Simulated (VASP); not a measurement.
Runs of VASP 6.6.1 on Al. The structure is that of space group Im-3m (No. 229), or close to it. The cells are those of the table. This isn't the form of Al at room conditions, which is fcc.

```tsv
level	cell	k mesh	cutoff (eV)	smearing	gap on the mesh (eV)	pressure (GPa)
PBEsol	a = 2.796 Å, angles 109.5°, 1 atom	18 × 18 × 18	520	gaussian 0.1 eV	none	(c)
PBEsol	a = 2.795 Å, angles 109.5°, 1 atom	18 × 18 × 18	520	gaussian 0.1 eV	none	-0.9
r2SCAN	a = 2.680 Å, angles 109.5°, 1 atom	18 × 18 × 18	520	gaussian 0.1 eV	none	(b)
PBE	a = 2.866 Å, angles 109.5°, 1 atom	18 × 18 × 18	520	gaussian 0.1 eV	none	-4.1
PBEsol	a = 2.782 Å, angles 109.5°, 1 atom	26 × 26 × 26	500	gaussian 0.15 eV	none	(a)
PBEsol	a = 2.782 Å, angles 109.5°, 1 atom	14 × 14 × 14	520	gaussian 0.15 eV	none	0.2
PBEsol	a = 2.821 Å, angles 108.7, 109.9, 109.9°, 1 atom	16 × 16 × 16	520	gaussian 0.1 eV	none	-2.7
PBEsol	a = 2.677 Å, angles 109.5°, 1 atom	18 × 18 × 18	520	gaussian 0.1 eV	none	10.9
PBEsol	a = 2.740 Å, angles 109.5°, 1 atom	18 × 18 × 18	520	gaussian 0.1 eV	none	3.8
PBEsol	a = 2.852, b = 2.836, c = 2.836 Å, angles 109.6, 108.2, 111.3°, 1 atom	16 × 16 × 16	520	gaussian 0.1 eV	none	-3.5
PBEsol	a = 2.691, b = 2.718, c = 2.718 Å, angles 110.3, 108.6, 109.8°, 1 atom	16 × 16 × 16	520	gaussian 0.1 eV	none	7.4
```

Alike in all rows: task single point; potentials or basis VASP PAW PBE potentials, release 64 (Al); no spin polarisation.

**Question.** Estimate the missing entries.

**Answer.** (a) 0.0; (b) 8.6; (c) -1.0.

Caveats: the PAW data sets were made with another functional, which shifts forces and pressure a little (at least some runs); the cell stands under pressure (at least some runs); the cell stands under tension (at least some runs).

A gap of «none» marks levels without a gap at the run's occupations.
